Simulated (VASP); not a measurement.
# Pt (Fm-3m) in VASP: a series of runs

The runs below take Pt through single point, relaxation of cell and atoms, with PBE.

All numbers are computed with VASP 6.6.1; they aren't measurements. Logs are shortened: lines on timing, memory, paths and dates and some standing lists are left out, and cuts for length are marked.

### 1 The cell of the first run

Symmetry: Fm-3m, No. 225, cubic system. Conventional cell: a = 3.970 Å, b = 3.970 Å, c = 3.970 Å, α = 90.00°, β = 90.00°, γ = 90.00°. Pt (site symmetry m-3m) has 12 Pt at 2.81 Å within 3.7 Å.

### 2 Single point, PBE

The input, INCAR:

```
ALGO = Normal
EDIFF = 1E-6
ENCUT = 500
GGA = PE
GGA_COMPAT = F
ISIF = 2
ISMEAR = 0
LASPH = T
LCHARG = F
LREAL = F
LWAVE = F
NBANDS = 11
NELM = 120
PREC = Accurate
SIGMA = 0.1
```

The input, KPOINTS:

```
k-points
0
Gamma
  10 10 10
```

The input, POSCAR:

```
Pt
1.0
    0.0000000000      1.9852498410      1.9852498410
    1.9852498410      0.0000000000      1.9852498410
    1.9852498410      1.9852498410      0.0000000000
Pt
1
Direct
    0.0000000000      0.0000000000      0.0000000000
```

Potentials or basis: VASP PAW PBE potentials, release 64 (Pt).

Run with:

```bash
$ cat potpaw_PBE.64/Pt/POTCAR > POTCAR
$ mpirun -np 1 vasp_std > vasp.out
```

OUTCAR:

```text
EDIFF = 1E-6
   ENCUT = 500
   GGA = PE
   ISIF = 2
   ISMEAR = 0
   LASPH = T
   LREAL = F
   NELM = 120
   PREC = Accurate

 ion  position               nearest neighbor table
   1  0.000  0.000  0.000-

  LATTYP: Found a face centered cubic cell.
 ALAT       =     3.9704996820

  Lattice vectors:

 A1 = (   0.0000000000,   1.9852498410,   1.9852498410)
 A2 = (   1.9852498410,   0.0000000000,   1.9852498410)
 A3 = (   1.9852498410,   1.9852498410,   0.0000000000)

Analysis of symmetry for initial positions (statically):
=====================================================================
 Subroutine PRICEL returns:
 Original cell was already a primitive cell.

 Routine SETGRP: Setting up the symmetry group for a
 face centered cubic supercell.

 Subroutine GETGRP returns: Found 48 space group operations
 (whereof 48 operations were pure point group operations)
 out of a pool of 48 trial point group operations.

The static configuration has the point symmetry O_h .

Analysis of symmetry for dynamics (positions and initial velocities):
=====================================================================
 Subroutine PRICEL returns:
 Original cell was already a primitive cell.

 Routine SETGRP: Setting up the symmetry group for a
 face centered cubic supercell.

 Subroutine GETGRP returns: Found 48 space group operations
 (whereof 48 operations were pure point group operations)
 out of a pool of 48 trial point group operations.

The dynamic configuration has the point symmetry O_h .

 Subroutine INISYM returns: Found 48 space group operations
 (whereof 48 operations are pure point group operations),
 and found     1 'primitive' translations

----------------------------------------------------------------------------------------

                                     Primitive cell

  volume of cell :      15.6486

  direct lattice vectors                    reciprocal lattice vectors
     0.000000000  1.985249841  1.985249841    -0.251857469  0.251857469  0.251857469
     1.985249841  0.000000000  1.985249841     0.251857469 -0.251857469  0.251857469
     1.985249841  1.985249841  0.000000000     0.251857469  0.251857469 -0.251857469

  length of vectors
     2.807567250  2.807567250  2.807567250     0.436229932  0.436229932  0.436229932

  position of ions in fractional coordinates (direct lattice)
     0.000000000  0.000000000  0.000000000

  ion indices of the primitive-cell ions
   primitive index   ion index
                 1           1
[... 78 lines left out ...]
   ISIF   =      2    stress and relaxation
   ISYM   =      2    0-nonsym 1-usesym 2-fastsym
   POTIM  = 0.5000    time-step for ionic-motion
   TEBEG  =    0.0;   TEEND  =   0.0 temperature during run
   PSTRESS=    0.0 pullay stress
   NELECT =      10.0000    total number of electrons
   NUPDOWN=      -1.0000    fix difference up-down
   EMIN   =  10.00;   EMAX   =-10.00  energy-range for DOS
   EFERMI =   0.00;   METHOD = LEGACY
   ISMEAR =     0;   SIGMA  =   0.10  broadening in eV -4-tet -1-fermi 0-gaus
   EFERMI_NEDOS =   21; number of points for ismear=-14 and -15
   IALGO  =     38    algorithm
   IMIX   =      4    mixing-type and parameters
     AMIX     =   0.40;   BMIX     =  1.00
     AMIX_MAG =   1.60;   BMIX_MAG =  1.00
  volume/ion in A,a.u.               =      15.65       105.60
  Fermi-wavevector in a.u.,A,eV,Ry     =   1.410099  2.664701 27.053548  1.988380
  Thomas-Fermi vector in A             =   2.532088
   LORBIT       =      0    0 simple, 1 ext, 2 COOP (PROOUT), +10 PAW based schemes
   GGA     = PE    functional components
   LHFCALC =     F    Hartree Fock is set to
   AEXX    =    0.0000 exact exchange contribution
   IVDW    =     0    specifies the selected vdW correction
   LEPSILON=     F    determine dielectric tensor
   LRPA    =     F    only Hartree local field effects (RPA)
 non-spin polarized calculation
 Gauss-broadening in eV      SIGMA  =   0.10
  energy-cutoff  :      500.00
  volume of cell :       15.65
 maximum number of plane-waves:       411
   NGX = 11   NGY = 11   NGZ = 11

 number of electron      10.0000002 magnetization

 Free energy of the ion-electron system (eV)
  ---------------------------------------------------
  ext. energy  EPLUGINS =         0.00000000
  ---------------------------------------------------
  free energy    TOTEN  =        -6.08679188 eV

  energy without entropy =       -6.08000475  energy(sigma->0) =       -6.08339832

 E-fermi :  10.5777     XC(G=0): -13.2696

 val. band max:       10.5645752632   @ k =   0.5000   0.5000   0.0000
 cond. band min:      10.6001238880   @ k =   0.5000   0.0000   0.0000
 fundamental gap:      0.0355486248
 Fermi energy:        10.5776854219

 k-point     1 :       0.0000    0.0000    0.0000
  band No.  band energies     occupation
      1       0.7611      2.00000
      2       7.0027      2.00000
      3       7.0027      2.00000
      4       7.0027      2.00000
      5       9.0281      2.00000
      6       9.0281      2.00000
      7      25.3052      0.00000
      8      30.0609      0.00000
      9      30.0609      0.00000
     10      30.0609      0.00000
     11      35.2698      0.00000
[... 309 lines left out ...]
 k-point    24 :       0.4000    0.3000    0.0000
  band No.  band energies     occupation
      1       4.3185      2.00000
      2       4.9390      2.00000
      3       8.1168      2.00000
      4       9.3402      2.00000
      5      10.5053      1.69397
      6      10.8096      0.00104
      7      22.2985      0.00000
      8      24.6454      0.00000
      9      25.0017      0.00000
     10      30.0897      0.00000
     11      32.2498      0.00000

 [... further k-points ...]

------------------------ aborting loop because EDIFF is reached ----------------------------------------

  FORCE on cell =-STRESS in cart. coord.  units (eV):
  Direction    XX          YY          ZZ          XY          YZ          ZX
  --------------------------------------------------------------------------------------
  -------------------------------------------------------------------------------------
  Total       -0.0445066     -0.0445066     -0.0445066      0.0000000     -0.0000000      0.0000000
  in kB       -4.5567931     -4.5567931     -4.5567931      0.0000000     -0.0000000      0.0000000
  external PRESSURE =      -4.5567931 kB  Pullay stress =       0.0000000 kB

 VOLUME and BASIS-vectors are now :
 -----------------------------------------------------------------------------
  energy-cutoff  :      500.00
  volume of cell :       15.65
      direct lattice vectors                 reciprocal lattice vectors
     0.000000000  1.985249841  1.985249841    -0.251857469  0.251857469  0.251857469
     1.985249841  0.000000000  1.985249841     0.251857469 -0.251857469  0.251857469
     1.985249841  1.985249841  0.000000000     0.251857469  0.251857469 -0.251857469

 POSITION                                       TOTAL-FORCE (eV/Angst)
 -----------------------------------------------------------------------------------
      0.00000      0.00000      0.00000         0.000000      0.000000      0.000000
 -----------------------------------------------------------------------------------
    total drift:                                0.000000     -0.000000     -0.000000

  FREE ENERGIE OF THE ION-ELECTRON SYSTEM (eV)
  ---------------------------------------------------
  free  energy   TOTEN  =        -6.0867918839 eV

  energy  without entropy=       -6.0800047543  energy(sigma->0) =       -6.08339832
```

It took 8.6 s on 1 thread of Intel Xeon Platinum 8259CL at 2.50GHz (Skylake/Cascade Lake), shared host; peak memory 0.13 GiB.

Results:

- Free energy: -6.0868 eV
- Pressure: -0.5 GPa
- Band gap on the k mesh: zero (bands 5 and 6 overlap by 2.07 eV)

Caveat: spin-orbit coupling is left out, which moves the levels of the heavy elements.

### 3 Relaxation of cell and atoms, PBE

This run uses another cell than the first one, of 15.06 Å³/atom.

The input, INCAR:

```
SYSTEM = Pt
PREC = Accurate
ENCUT = 500
EDIFF = 1E-7
ISMEAR = 0
SIGMA = 0.1
LREAL = .FALSE.
LASPH = .TRUE.
NELM = 120
ALGO = Normal
ISIF = 3
LWAVE = .FALSE.
LCHARG = .FALSE.
GGA = PE
IBRION = 2
NSW = 80
EDIFFG = -0.02
GGA_COMPAT = .FALSE.
NELMIN = 4
```

The input, KPOINTS:

```
regular mesh
0
G
  10 10 10
  0 0 0
```

The input, POSCAR:

```
Pt
1.0
    0.0000000000      1.9600000000      1.9600000000
    1.9600000000      0.0000000000      1.9600000000
    1.9600000000      1.9600000000      0.0000000000
Pt
1
Direct
    0.0000000000      0.0000000000      0.0000000000
```

Potentials or basis: VASP PAW PBE potentials, release 64 (Pt).

Run with:

```bash
$ cat potpaw_PBE.64/Pt/POTCAR > POTCAR
$ mpirun -np 1 vasp_std > vasp.out
```

OUTCAR:

```text
SYSTEM = Pt
   PREC = Accurate
   ENCUT = 500
   EDIFF = 1E-7
   ISMEAR = 0
   LREAL = .FALSE.
   LASPH = .TRUE.
   NELM = 120
   ISIF = 3
   GGA = PE
   IBRION = 2
   NSW = 80
   EDIFFG = -0.02
   NELMIN = 4

 ion  position               nearest neighbor table
   1  0.000  0.000  0.000-

  LATTYP: Found a face centered cubic cell.
 ALAT       =     3.9200000000

  Lattice vectors:

 A1 = (   0.0000000000,   1.9600000000,   1.9600000000)
 A2 = (   1.9600000000,   0.0000000000,   1.9600000000)
 A3 = (   1.9600000000,   1.9600000000,   0.0000000000)

Analysis of symmetry for initial positions (statically):
=====================================================================
 Subroutine PRICEL returns:
 Original cell was already a primitive cell.

 Routine SETGRP: Setting up the symmetry group for a
 face centered cubic supercell.

 Subroutine GETGRP returns: Found 48 space group operations
 (whereof 48 operations were pure point group operations)
 out of a pool of 48 trial point group operations.

The static configuration has the point symmetry O_h .

Analysis of symmetry for dynamics (positions and initial velocities):
=====================================================================
 Subroutine PRICEL returns:
 Original cell was already a primitive cell.

 Routine SETGRP: Setting up the symmetry group for a
 face centered cubic supercell.

 Subroutine GETGRP returns: Found 48 space group operations
 (whereof 48 operations were pure point group operations)
 out of a pool of 48 trial point group operations.

The dynamic configuration has the point symmetry O_h .

 Subroutine INISYM returns: Found 48 space group operations
 (whereof 48 operations are pure point group operations),
 and found     1 'primitive' translations

----------------------------------------------------------------------------------------

                                     Primitive cell

  volume of cell :      15.0591

  direct lattice vectors                    reciprocal lattice vectors
     0.000000000  1.960000000  1.960000000    -0.255102041  0.255102041  0.255102041
     1.960000000  0.000000000  1.960000000     0.255102041 -0.255102041  0.255102041
     1.960000000  1.960000000  0.000000000     0.255102041  0.255102041 -0.255102041

  length of vectors
     2.771858582  2.771858582  2.771858582     0.441849696  0.441849696  0.441849696

  position of ions in fractional coordinates (direct lattice)
     0.000000000  0.000000000  0.000000000

  ion indices of the primitive-cell ions
   primitive index   ion index
                 1           1

----------------------------------------------------------------------------------------

 KPOINTS: regular mesh

Automatic generation of k-mesh.
 Grid dimensions read from file:
 generate k-points for:   10   10   10

 Generating k-lattice:

  Cartesian coordinates                     Fractional coordinates (reciprocal lattice)
    -0.025510204  0.025510204  0.025510204     0.100000000  0.000000000  0.000000000
     0.025510204 -0.025510204  0.025510204     0.000000000  0.100000000  0.000000000
     0.025510204  0.025510204 -0.025510204     0.000000000  0.000000000  0.100000000

  Length of vectors
     0.044184970  0.044184970  0.044184970

  Shift w.r.t. Gamma in fractional coordinates (k-lattice)
     0.000000000  0.000000000  0.000000000

 Subroutine IBZKPT returns following result:
 ===========================================

 Found     47 irreducible k-points:

 Following reciprocal coordinates:
            Coordinates               Weight
  0.000000  0.000000  0.000000      1.000000
  0.100000  0.000000  0.000000      8.000000
  0.200000  0.000000  0.000000      8.000000
  0.300000  0.000000  0.000000      8.000000
  0.400000  0.000000  0.000000      8.000000
  0.500000  0.000000  0.000000      4.000000
[... 16 lines left out ...]
  0.300000  0.300000  0.000000      6.000000
  0.400000  0.300000  0.000000     24.000000
 [... further k-points ...]
   k-points           NKPTS =     47   k-points in BZ     NKDIM =     47   number of bands    NBANDS=      9
   number of dos      NEDOS =    301   number of ions     NIONS =      1
   total plane-waves  NPLWV =   8000
   dimension x,y,z NGX =    20 NGY =   20 NGZ =   20
   dimension x,y,z NGXF=    40 NGYF=   40 NGZF=   40
   ions per type =               1
   NGX,Y,Z   is equivalent  to a cutoff of  12.00, 12.00, 12.00 a.u.
   NGXF,Y,Z  is equivalent  to a cutoff of  23.99, 23.99, 23.99 a.u.
 SYSTEM =  Pt
   PREC   = accura    normal or accurate (medium, high low for compatibility)
   ISTART =      0    job   : 0-new  1-cont  2-samecut
   ICHARG =      2    charge: 1-file 2-atom 10-const
   ISPIN  =      1    spin polarized calculation?
   LNONCOLLINEAR =      F non collinear calculations
   LSORBIT =      F    spin-orbit coupling
   LASPH  =      T    aspherical Exc in radial PAW
   ENCUT  =  500.0 eV  36.75 Ry    6.06 a.u.   5.05  5.05  5.05*2*pi/ulx,y,z
   NELM   =    120;   NELMIN=  4; NELMDL= -5     # of ELM steps
   EDIFF  = 0.1E-06   stopping-criterion for ELM
   LREAL  =      F    real-space projection
   EDIFFG = -.2E-01   stopping-criterion for IOM
   NSW    =     80    number of steps for IOM
   IBRION =      2    ionic relax: 0-MD 1-quasi-New 2-CG
   NFREE  =      1    steps in history (QN), initial steepest desc. (CG)
   ISIF   =      3    stress and relaxation
   ISYM   =      2    0-nonsym 1-usesym 2-fastsym
   POTIM  = 0.5000    time-step for ionic-motion
   TEBEG  =    0.0;   TEEND  =   0.0 temperature during run
   PSTRESS=    0.0 pullay stress
   NELECT =      10.0000    total number of electrons
   NUPDOWN=      -1.0000    fix difference up-down
   EMIN   =  10.00;   EMAX   =-10.00  energy-range for DOS
   EFERMI =   0.00;   METHOD = LEGACY
   ISMEAR =     0;   SIGMA  =   0.10  broadening in eV -4-tet -1-fermi 0-gaus
   EFERMI_NEDOS =   21; number of points for ismear=-14 and -15
   IALGO  =     38    algorithm
   IMIX   =      4    mixing-type and parameters
     AMIX     =   0.40;   BMIX     =  1.00
     AMIX_MAG =   1.60;   BMIX_MAG =  1.00
  volume/ion in A,a.u.               =      15.06       101.62
  Fermi-wavevector in a.u.,A,eV,Ry     =   1.428265  2.699029 27.755077  2.039941
  Thomas-Fermi vector in A             =   2.548345
   LORBIT       =      0    0 simple, 1 ext, 2 COOP (PROOUT), +10 PAW based schemes
   GGA     = PE    functional components
   LHFCALC =     F    Hartree Fock is set to
   AEXX    =    0.0000 exact exchange contribution
   IVDW    =     0    specifies the selected vdW correction
   LEPSILON=     F    determine dielectric tensor
   LRPA    =     F    only Hartree local field effects (RPA)
 conjugate gradient relaxation of ions
 non-spin polarized calculation
 Gauss-broadening in eV      SIGMA  =   0.10
  energy-cutoff  :      500.00
  volume of cell :       15.06
 maximum number of plane-waves:       392
   NGX = 11   NGY = 11   NGZ = 11

--------------------------------------- Ionic step        1  -------------------------------------------

 number of electron      10.0000001 magnetization

 Free energy of the ion-electron system (eV)
  ---------------------------------------------------
  ext. energy  EPLUGINS =         0.00000000
  ---------------------------------------------------
  free energy    TOTEN  =        -6.06942024 eV

  energy without entropy =       -6.06358886  energy(sigma->0) =       -6.06650455

------------------------ aborting loop because EDIFF is reached ----------------------------------------

  FORCE on cell =-STRESS in cart. coord.  units (eV):
  Direction    XX          YY          ZZ          XY          YZ          ZX
  --------------------------------------------------------------------------------------
  -------------------------------------------------------------------------------------
  Total        0.9477777      0.9477777      0.9477777      0.0000000      0.0000000      0.0000000
  in kB      100.8367555    100.8367555    100.8367555      0.0000000      0.0000000      0.0000000
  external PRESSURE =     100.8367555 kB  Pullay stress =       0.0000000 kB
[... 22 lines left out ...]
--------------------------------------- Ionic step        2  -------------------------------------------

 number of electron      10.0000002 magnetization

 E-fermi :   8.9147     XC(G=0): -12.7024

 val. band max:        8.9018417804   @ k =   0.4000   0.4000   0.0000
 cond. band min:       8.9148063032   @ k =   0.5000   0.0000   0.0000
 fundamental gap:      0.0129645227
 Fermi energy:         8.9146646111

 k-point     1 :       0.0000    0.0000    0.0000
  band No.  band energies     occupation
      1       0.0844      2.00000
      2       5.8521      2.00000
      3       5.8521      2.00000
      4       5.8521      2.00000
      5       7.5793      2.00000
      6       7.5793      2.00000
      7      23.8007      0.00000
      8      28.0252      0.00000
      9      28.0252      0.00000
[... 345 lines left out ...]
--------------------------------------- Ionic step        4  -------------------------------------------

 number of electron      10.0000002 magnetization

 Free energy of the ion-electron system (eV)
  ---------------------------------------------------
  ext. energy  EPLUGINS =         0.00000000
  ---------------------------------------------------
  free energy    TOTEN  =        -6.08636677 eV

  energy without entropy =       -6.07962315  energy(sigma->0) =       -6.08299496

 E-fermi :  10.6089     XC(G=0): -13.2796

 val. band max:       10.5959833045   @ k =   0.5000   0.5000   0.0000
 cond. band min:      10.6315947391   @ k =   0.5000   0.0000   0.0000
 fundamental gap:      0.0356114346
 Fermi energy:        10.6088670117

 k-point     1 :       0.0000    0.0000    0.0000
  band No.  band energies     occupation
      1       0.7738      2.00000
      2       7.0241      2.00000
      3       7.0241      2.00000
      4       7.0241      2.00000
      5       9.0552      2.00000
      6       9.0552      2.00000
      7      25.3322      0.00000
      8      30.0972      0.00000
      9      30.0972      0.00000
[... 304 lines left out ...]
  FREE ENERGIE OF THE ION-ELECTRON SYSTEM (eV)
  ---------------------------------------------------
  free  energy   TOTEN  =        -6.0863667654 eV

  energy  without entropy=       -6.0796231509  energy(sigma->0) =       -6.08299496

 reached required accuracy - stopping structural energy minimisation
```

Wall time 22 s (1 thread of Intel Xeon Platinum 8259CL at 2.50GHz (Skylake/Cascade Lake), shared host); peak memory 0.13 GiB.

Results:

- Free energy: -6.0864 eV
- Relaxed volume: 15.62 Å³/atom
- Relaxed cell: a = 2.806 Å, b = 2.806 Å, c = 2.806 Å, α = 60.00°, β = 60.00°, γ = 60.00°
- Space group after relaxing (to 0.1 Å): Fm-3m (No. 225)
- Energy gained by relaxing: 16.9 meV/atom
- Ionic steps: 4
- Pressure after relaxing: 0.0 GPa
- Band gap on the k mesh: zero (bands 5 and 6 overlap by 2.08 eV)

Step by step:
```tsv
step	energy change (eV)	largest force (eV/Å)	pressure (GPa)	volume (Å³)
1	0.0000	0.0000	10.08	15.06
2	0.0851	0.0000	-18.17	17.22
3	-0.0169	0.0000	-0.30	15.64
4	-0.0169	0.0000	-0.02	15.62
```

Final structure:
```
Pt
1.0
     0.00000    1.98414    1.98414
     1.98414    0.00000    1.98414
     1.98414    1.98414    0.00000
Pt
1
Direct
  0.00000 0.00000 0.00000
```

Levels at points of the mesh, in eV from the Fermi level:
```
           k point  band 3  band 4  band 5  band 6  band 7  band 8
(0.00, 0.00, 0.00)   -3.58   -3.58   -1.55   -1.55   14.72   19.49
(0.50, 0.00, 0.00)   -3.64   -0.34    0.02    0.02    5.57   14.28
(0.50, 0.50, 0.00)   -0.01    0.45    0.45    1.84    8.49   11.27
```

Caveat: spin-orbit coupling is left out, which moves the levels of the heavy elements.
